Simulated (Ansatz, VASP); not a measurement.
# CdSe: VASP beside Ansatz

POSCAR

```
CdSe
1.0
    0.0000000000      3.0041824931      3.0041824931
    3.0041824931      0.0000000000      3.0041824931
    3.0041824931      3.0041824931      0.0000000000
Cd Se
1 1
Direct
    0.0000000000      0.0000000000      0.0000000000
    0.7500000000      0.7500000000      0.7500000000
```

Contents of INCAR.step1:

```
SYSTEM = CdSe
PREC = Accurate
ENCUT = 520
ISMEAR = 0
SIGMA = 0.02
LREAL = .False.
LASPH = .True.
NELM = 80
NBANDS = 16
GGA = PE
ALGO = Normal
EDIFF = 1E-4
LWAVE = .True.
LCHARG = .False.
```

Contents of INCAR.step2:

```
SYSTEM = CdSe
PREC = Accurate
ENCUT = 520
EDIFF = 1E-6
ISMEAR = 0
SIGMA = 0.02
LREAL = .False.
LASPH = .True.
NELM = 80
ALGO = Normal
ISIF = 2
LWAVE = .False.
LCHARG = .False.
METAGGA = R2SCAN
LMIXTAU = .True.
NBANDS = 16
ISTART = 1
```

File KPOINTS:

```
regular mesh
0
Gamma
  8 8 8
  0 0 0
```

Input for Ansatz:

```yaml
crystal:
  lattice:
    - [0.0, 3.0041824931, 3.0041824931]
    - [3.0041824931, 0.0, 3.0041824931]
    - [3.0041824931, 3.0041824931, 0.0]
  atoms:
    - { symbol: Cd, position: [0.0, 0.0, 0.0] }
    - { symbol: Se, position: [0.75, 0.75, 0.75] }
basis:
  ecutwfc: 500
kpoints:
  mp_grid: { grid: [8, 8, 8] }
hamiltonian:
  xc: r2scan
scf:
  occupations: { method: gaussian, width: 0.02 }
output:
  forces: true
  stress: true
  eigenvalues: true
```

Alike in both runs: task single point; functional r2SCAN; k mesh 8 × 8 × 8; occupations gaussian, width 0.02 eV; no spin polarisation.

|  | VASP | Ansatz |
| --- | --- | --- |
| version | VASP 6.6.1 | Ansatz 0.2.0 |
| potentials or method | VASP PAW PBE potentials, release 64 (Cd, Se), cutoff 520 eV | scalar-relativistic, plane waves, PAW |
| valence electrons in the cell | 18 | 36 |

```tsv
	VASP	Ansatz	Ansatz less VASP
gap on the k mesh at the Fermi level (eV)	1.17	1.18	+0.008
least direct gap on the mesh (eV)	1.17	1.18	+0.008
pressure (GPa)	4.0	3.7	-0.32
```

VASP's potentials were made for PBE, not for r2SCAN. The functional is the same, so the differences come from potentials, cutoffs and numerics. VASP's potentials hold 18 valence electrons a cell and Ansatz's 36, so a difference there can come from the potentials and not from the codes.
